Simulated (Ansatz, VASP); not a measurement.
**One calculation of C, two programs**

```
C
1.0
     0.00000    1.76216    1.76216
     1.76216    0.00000    1.76216
     1.76216    1.76216    0.00000
C
2
Direct
  0.00000 0.00000 0.00000
  0.25000 0.25000 0.25000
```

Alike in both runs: task single point; functional r2SCAN; k mesh 12 × 12 × 12; occupations gaussian, width 0.02 eV; no spin polarisation.

|  | VASP | Ansatz |
| --- | --- | --- |
| version | VASP 6.6.1 | Ansatz 0.2.0 |
| potentials or method | VASP PAW PBE potentials, release 64 (C_h), cutoff 910 eV | scalar-relativistic, plane waves, PAW |
| valence electrons in the cell | 8 | 8 |

```csv
,VASP,Ansatz,Ansatz less VASP
gap on the k mesh at the Fermi level (eV),4.46,4.46,-0.002
least direct gap on the mesh (eV),5.98,5.98,+0.001
```

VASP's potentials were made for PBE, not for r2SCAN. The functional is the same, so the differences come from potentials, cutoffs and numerics.

Noted on VASP's run: the cutoff is short for stress, so the pressure is rough.
